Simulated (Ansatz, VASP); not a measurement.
Two plane-wave programs on B

```
B
1.0
     1.60466    0.08218    0.07202
     0.69074    2.14015   -0.36384
     0.66800    0.44253    2.13156
B
1
Direct
  0.50000 0.50000 0.50000
```

Alike in both runs: functional PBE; k mesh 10 × 8 × 8; occupations gaussian, width 0.1 eV; no spin polarisation.

Ansatz relaxed the structure, and its values are those at the end. VASP's run is a single point on that final structure, the one shown.

|  | VASP | Ansatz |
| --- | --- | --- |
| version | VASP 6.6.1 | Ansatz 0.2.0 |
| potentials or method | VASP PAW PBE potentials, release 64 (B), cutoff 520 eV | scalar-relativistic, plane waves, PAW |
| valence electrons in the cell | 3 | 3 |

|  | VASP | Ansatz | Ansatz less VASP |
| --- | --- | --- | --- |
| gap on the k mesh at the Fermi level (eV) | none | none | - |
| pressure (GPa) | -0.1 | 0.0 | +0.11 |

A gap of «none» marks a metal or a gap that the smearing closes. With one functional, cell and mesh, what is left measures potentials, basis and numerics.

The k mesh is coarse, so the values compare programs but aren't converged.
